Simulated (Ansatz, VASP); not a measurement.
Ti2Re2Pb: VASP beside Ansatz

```
Ti Re Pb
1.0
    -2.02257    2.02257    5.30675
     2.02257   -2.02257    5.30675
     2.02257    2.02257   -5.30675
Ti Re Pb
2 2 1
Direct
  0.62600 0.62600 0.00000
  0.37400 0.37400 0.00000
  0.25000 0.75000 0.50000
  0.75000 0.25000 0.50000
  0.00000 0.00000 0.00000
```

Alike in both runs: task single point; functional PBE; k mesh 6 × 6 × 6; occupations gaussian, width 0.1 eV; no spin polarisation.

|  | VASP | Ansatz |
| --- | --- | --- |
| version | VASP 6.6.1 | Ansatz 0.2.0 |
| potentials or method | VASP PAW PBE potentials, release 64 (Ti_sv, Re, Pb_d), cutoff 520 eV | scalar-relativistic, plane waves, PAW |
| valence electrons in the cell | 52 | 68 |

```tsv
	VASP	Ansatz	Ansatz less VASP
gap on the k mesh at the Fermi level (eV)	none	none	-
pressure (GPa)	21.8	21.5	-0.34
traceless stress, the component that is largest in VASP (GPa)	5.32	5.64	+0.326
rms of the force components (eV/Å)	0.963	0.943	-0.0202
```

Atom by atom the forces differ by 0.020 eV/Å (rms over components). A gap of «none» marks a metal or a gap that the smearing closes. VASP's potentials hold 52 valence electrons a cell and Ansatz's 68, so a difference there can come from the potentials and not from the codes.

The k mesh is coarse, so the values compare programs but aren't converged. Neither program's run includes spin-orbit coupling.
